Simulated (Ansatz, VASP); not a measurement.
# One calculation of SrTiO3, two programs

The input INCAR:

```
  PREC = Accurate
  ENCUT = 520
  EDIFF = 1E-6
  ISMEAR = 0
  SIGMA = 0.02
  LREAL = F
  LASPH = T
  NELM = 150
  ALGO = Normal
  ISIF = 2
  LWAVE = F
  LCHARG = F
  LMAXMIX = 4
  LDAU = T
  LDAUTYPE = 2
  LDAUL = -1 2 -1
  LDAUU = 0 4 0
  LDAUJ = 0 0 0
  LDAUPRINT = 1
  GGA = PE
  NBANDS = 28
```

Contents of KPOINTS:

```
regular mesh
0
Gamma
  8 8 8
```

File POSCAR:

```
SrTiO3
1.0
    3.9471298193      0.0000000000      0.0000000000
    0.0000000000      3.9471298193      0.0000000000
    0.1184138946      0.0000000000      3.9471298193
Sr Ti O
1 1 3
Direct
    0.0000000000      0.0000000000      0.0000000000
    0.5000000000      0.5000000000      0.5000000000
    0.5000000000      0.0000000000      0.5000000000
    0.5000000000      0.5000000000      0.0000000000
    0.0000000000      0.5000000000      0.5000000000
```

Input for Ansatz:

```yaml
crystal:
  lattice:
    - [3.9471298193, 0.0, 0.0]
    - [0.0, 3.9471298193, 0.0]
    - [0.1184138946, 0.0, 3.9471298193]
  atoms:
    - { symbol: Sr, position: [0.0, 0.0, 0.0] }
    - { symbol: Ti, position: [0.5, 0.5, 0.5] }
    - { symbol: O, position: [0.5, 0.0, 0.5] }
    - { symbol: O, position: [0.5, 0.5, 0.0] }
    - { symbol: O, position: [0.0, 0.5, 0.5] }
basis:
  ecutwfc: 420
kpoints:
  mp_grid: { grid: [8, 8, 8] }
hamiltonian:
  xc: pbe
  hubbard: { sites: [{ species: Ti, l: d, u_eff: 4.0 }] }
scf:
  occupations: { method: gaussian, width: 0.02 }
output:
  forces: true
  stress: true
  eigenvalues: true
```

Change from the starting cell: shear of c along a, cell held, atoms relaxed: +3.0 %.

Alike in both runs: task single point; functional PBE; k mesh 8 × 8 × 8; occupations gaussian, width 0.02 eV; no spin polarisation; Hubbard terms Ti d U = 4.0 eV.

|  | VASP | Ansatz |
| --- | --- | --- |
| version | VASP 6.6.1 | Ansatz 0.2.0 |
| potentials or method | VASP PAW PBE potentials, release 64 (Sr_sv, Ti_sv, O), cutoff 520 eV | scalar-relativistic, plane waves, PAW |
| valence electrons in the cell | 40 | 40 |

|  | VASP | Ansatz | Ansatz less VASP |
| --- | --- | --- | --- |
| gap on the k mesh at the Fermi level (eV) | 2.23 | 2.23 | -0.002 |
| least direct gap on the mesh (eV) | 2.60 | 2.59 | -0.006 |
| pressure (GPa) | 2.7 | 0.0 | -2.69 |
| traceless stress, the component that is largest in VASP (GPa) | -3.29 | -3.30 | -0.015 |

The programs project onto different local orbitals, so the same U acts differently, and such runs can settle in different states.
